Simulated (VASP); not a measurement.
# NiO2 (R-3m) in VASP: further runs, part 2 of 2

VASP 6.6.1.

## (5) Single point, r2SCAN

This run uses another cell than the first one, of 11.34 Å³/atom.

The input, POSCAR:

```
NiO2
1.0
    1.3868755767      0.8007129875      5.1074453104
   -1.3868755767      0.8007129875      5.1074453104
    0.0000000000     -1.6014259751      5.1074453104
Ni O
1 2
Direct
    0.0000000000      0.0000000000      0.0000000000
    0.6052842837      0.6052842837      0.6052842837
    0.3947157163      0.3947157163      0.3947157163
```

The input, INCAR.step1:

```
PREC = Accurate
ENCUT = 520
ISMEAR = 0
SIGMA = 0.02
LREAL = F
LASPH = T
NELM = 60
NBANDS = 18
GGA = PE
ALGO = Normal
EDIFF = 1E-4
LWAVE = T
LCHARG = F
```

The input, INCAR.step2:

```
PREC = Accurate
ENCUT = 520
EDIFF = 1E-6
ISMEAR = 0
SIGMA = 0.02
LREAL = F
LASPH = T
NELM = 60
ALGO = Normal
ISIF = 2
LWAVE = F
LCHARG = F
METAGGA = R2SCAN
LMIXTAU = T
NBANDS = 18
ISTART = 1
```

The input, KPOINTS:

```
Automatic mesh
0
Gamma
  12 12 12
```

Potentials or basis: VASP PAW PBE potentials, release 64 (Ni, O).

Command:

```bash
> cat potpaw_PBE.64/Ni/POTCAR potpaw_PBE.64/O/POTCAR > POTCAR
> cp INCAR.step1 INCAR
> mpirun -np 1 vasp_std > vasp.out
> cp INCAR.step2 INCAR
> mpirun -np 1 vasp_std > vasp.out
```

OUTCAR:

```text
PREC = Accurate
   ENCUT = 520
   EDIFF = 1E-6
   ISMEAR = 0
   LREAL = F
   LASPH = T
   NELM = 60
   ISIF = 2
   METAGGA = R2SCAN
   ISTART = 1

 ion  position               nearest neighbor table
   1  0.000  0.000  0.000-   2 1.86   3 1.86   2 1.86   2 1.86   3 1.86   3 1.86
   2  0.605  0.605  0.605-   1 1.86   1 1.86   1 1.86
   3  0.395  0.395  0.395-   1 1.86   1 1.86   1 1.86

  LATTYP: Found a trigonal (rhomboedric) cell.
 ALAT       =     5.3526220446
 COS(alpha) =     0.8657322104

  Lattice vectors:

 A1 = (   1.3868755767,   0.8007129875,   5.1074453104)
 A2 = (  -1.3868755767,   0.8007129875,   5.1074453104)
 A3 = (   0.0000000000,  -1.6014259751,   5.1074453104)

Analysis of symmetry for initial positions (statically):
=====================================================================
 Subroutine PRICEL returns:
 Original cell was already a primitive cell.

 Routine SETGRP: Setting up the symmetry group for a
 trigonal (rhombohedral) supercell.

 Subroutine GETGRP returns: Found 12 space group operations
 (whereof 12 operations were pure point group operations)
[... 163 lines left out ...]

  energy without entropy =      -26.44254922  energy(sigma->0) =      -26.44254922

 E-fermi :   1.3268     XC(G=0): -10.7610

 val. band max:        1.1371770934   @ k =  -0.4167   0.5000   0.4167
 cond. band min:       2.6943717262   @ k =   0.4167   0.4167   0.1667
 fundamental gap:      1.5571946328
 Fermi energy:         1.3267533646

 k-point     1 :       0.0000    0.0000    0.0000
  band No.  band energies     occupation
      1     -19.2839      2.00000
      2     -16.8816      2.00000
      3      -4.5034      2.00000
      4      -4.2745      2.00000
      5      -4.2745      2.00000
      6      -1.1359      2.00000
[... 481 lines left out ...]
      5      -2.7482      2.00000
      6      -2.6630      2.00000
[... 10 lines left out ...]
     17      19.2104      0.00000
     18      19.5106      0.00000

 [... further k-points ...]

------------------------ aborting loop because EDIFF is reached ----------------------------------------

  FORCE on cell =-STRESS in cart. coord.  units (eV):
  Direction    XX          YY          ZZ          XY          YZ          ZX
  --------------------------------------------------------------------------------------
  -------------------------------------------------------------------------------------
  Total        0.3501615      0.3501615      0.2038347      0.0000000     -0.0000000      0.0000000
  in kB       16.4857853     16.4857853      9.5966441      0.0000000     -0.0000000      0.0000000
  external PRESSURE =      14.1894049 kB  Pullay stress =       0.0000000 kB

 VOLUME and BASIS-vectors are now :
 -----------------------------------------------------------------------------
  energy-cutoff  :      520.00
  volume of cell :       34.03
      direct lattice vectors                 reciprocal lattice vectors
     1.386875577  0.800712987  5.107445310     0.360522608  0.208147825  0.065264200
    -1.386875577  0.800712987  5.107445310    -0.360522608  0.208147825  0.065264200
     0.000000000 -1.601425975  5.107445310     0.000000000 -0.416295650  0.065264200

 POSITION                                       TOTAL-FORCE (eV/Angst)
 -----------------------------------------------------------------------------------
      0.00000      0.00000      0.00000         0.000000      0.000000     -0.000000
      0.00000     -0.00000      9.27437         0.000000      0.000000     -0.136022
      0.00000     -0.00000      6.04797         0.000000     -0.000000      0.136022
 -----------------------------------------------------------------------------------
    total drift:                               -0.000000     -0.000000      0.000000

  FREE ENERGIE OF THE ION-ELECTRON SYSTEM (eV)
  ---------------------------------------------------
  free  energy   TOTEN  =       -26.4425492173 eV

  energy  without entropy=      -26.4425492173  energy(sigma->0) =      -26.44254922
```

OUTCAR.step1:

```text
PREC = Accurate
   ENCUT = 520
   ISMEAR = 0
   LREAL = F
[... 730 lines left out ...]
      0.00000      0.00000      0.00000         0.000000      0.000000      0.000000
      0.00000     -0.00000      9.27437         0.000000      0.000000     -0.504638
      0.00000     -0.00000      6.04797         0.000000     -0.000000      0.504638
 -----------------------------------------------------------------------------------
    total drift:                               -0.000000     -0.000000      0.000000

  FREE ENERGIE OF THE ION-ELECTRON SYSTEM (eV)
  ---------------------------------------------------
  free  energy   TOTEN  =       -17.4285556697 eV

  energy  without entropy=      -17.4285556697  energy(sigma->0) =      -17.42855567
```

It took 8.1 min on 1 thread of Intel Xeon 6975P-C (Granite Rapids), shared host; peak memory 0.32 GiB.

Results:

* Free energy: -26.4425 eV
* Pressure: 1.4 GPa
* Largest force: 0.136 eV/Å
* Band gap on the k mesh: 1.56 eV (least direct gap 1.76 eV)

Forces in eV/Å, atoms in the order of the input:
```
Ni   0.000  0.000  0.000
O    0.000  0.000 -0.136
O    0.000  0.000  0.136
```

Caveat: the PAW data sets were made with another functional, which shifts forces and pressure a little. Spin polarisation is off, so any magnetic state and its effect on volume and gap are missing.

## (6) Single point, r2SCAN (11.68 Å³/atom)

This run uses another cell than the first one, of 11.68 Å³/atom.

The input, POSCAR:

```
NiO2
1.0
    1.3872051540      0.8009032690      5.2581692689
   -1.3872051540      0.8009032690      5.2581692689
    0.0000000000     -1.6018065381      5.2581692689
Ni O
1 2
Direct
    0.0000000000      0.0000000000      0.0000000000
    0.6070238751      0.6070238751      0.6070238751
    0.3929761249      0.3929761249      0.3929761249
```

The input, INCAR.step1:

```
SYSTEM = NiO2
  ALGO = Normal
  EDIFF = 1E-4
  ENCUT = 520
  GGA = PE
  ISMEAR = 0
  LASPH = .True.
  LCHARG = .False.
  LREAL = .False.
  LWAVE = .True.
  NBANDS = 18
  NELM = 100
  PREC = Accurate
  SIGMA = 0.02
```

The input, INCAR.step2:

```
SYSTEM = NiO2
  ALGO = Normal
  EDIFF = 1E-6
  ENCUT = 520
  ISIF = 2
  ISMEAR = 0
  ISTART = 1
  LASPH = .True.
  LCHARG = .False.
  LMIXTAU = .True.
  LREAL = .False.
  LWAVE = .False.
  METAGGA = R2SCAN
  NBANDS = 18
  NELM = 100
  PREC = Accurate
  SIGMA = 0.02
```

The input, KPOINTS:

```
k-points
0
Gamma
  12 12 12
  0 0 0
```

Potentials or basis: VASP PAW PBE potentials, release 64 (Ni, O).

Command:

```bash
> cat potpaw_PBE.64/Ni/POTCAR potpaw_PBE.64/O/POTCAR > POTCAR
> cp INCAR.step1 INCAR
> mpirun -np 1 vasp_std > vasp.out
> cp INCAR.step2 INCAR
> mpirun -np 1 vasp_std > vasp.out
```

It took 11 min on 1 thread of Intel Xeon 6975P-C (Granite Rapids), shared host; peak memory 0.35 GiB.

The run converged. Its results:

- Free energy: -26.4422 eV
- Pressure: 1.2 GPa
- Largest force: 0.128 eV/Å
- Band gap on the k mesh: 1.60 eV (least direct gap 1.81 eV)

Forces on the atoms (eV/Å):
```
Ni   0.000  0.000  0.000
O    0.000  0.000 -0.128
O    0.000  0.000  0.128
```

Stress tensor (GPa, compression positive):
```
1.42 0.00 0.00
0.00 1.42 0.00
0.00 0.00 0.63
```

Levels at points of the mesh, in eV from the valence-band top:
```csv
k point,band 8,band 9,band 10,band 11,band 12,band 13,band 14,band 15
"(0.00, 0.00, 0.00)",-0.79,-0.72,-0.72,-0.31,2.85,2.85,8.47,12.48
"(0.50, 0.00, 0.00)",-1.94,-1.69,-1.64,-1.03,2.23,2.73,13.32,13.62
"(0.50, 0.50, 0.00)",-1.94,-1.71,-1.45,-1.07,2.09,2.75,13.54,14.29
"(0.50, 0.50, 0.50)",-1.38,-0.71,-0.71,-0.12,2.84,2.84,10.11,10.83
```

Caveat: the PAW data sets were made with another functional, which shifts forces and pressure a little. A k mesh can miss the band edges.

## (7) The runs side by side

```tsv
cell	gap on the mesh (eV)	pressure (GPa)	largest force (eV/Å)
a = 5.080 Å, angles 31.6°, 3 atoms, atomic positions A	1.45	2.8	0.14
a = 5.214 Å, angles 30.8°, 3 atoms, atomic positions B	1.51	1.9	0.14
a = 5.353 Å, angles 30.0°, 3 atoms, atomic positions C	1.56	1.4	0.14
a = 5.497 Å, angles 29.2°, 3 atoms, atomic positions D	1.60	1.2	0.13
```

Alike in all rows: task single point; level r2SCAN; potentials or basis VASP PAW PBE potentials, release 64 (Ni, O); no spin polarisation; k mesh 12 × 12 × 12; cutoff (eV) 520; smearing gaussian 0.02 eV.

Caveats: the PAW data sets were made with another functional, which shifts forces and pressure a little.

Total energies depend on the potentials used, so only differences within one code and one set of settings carry meaning.
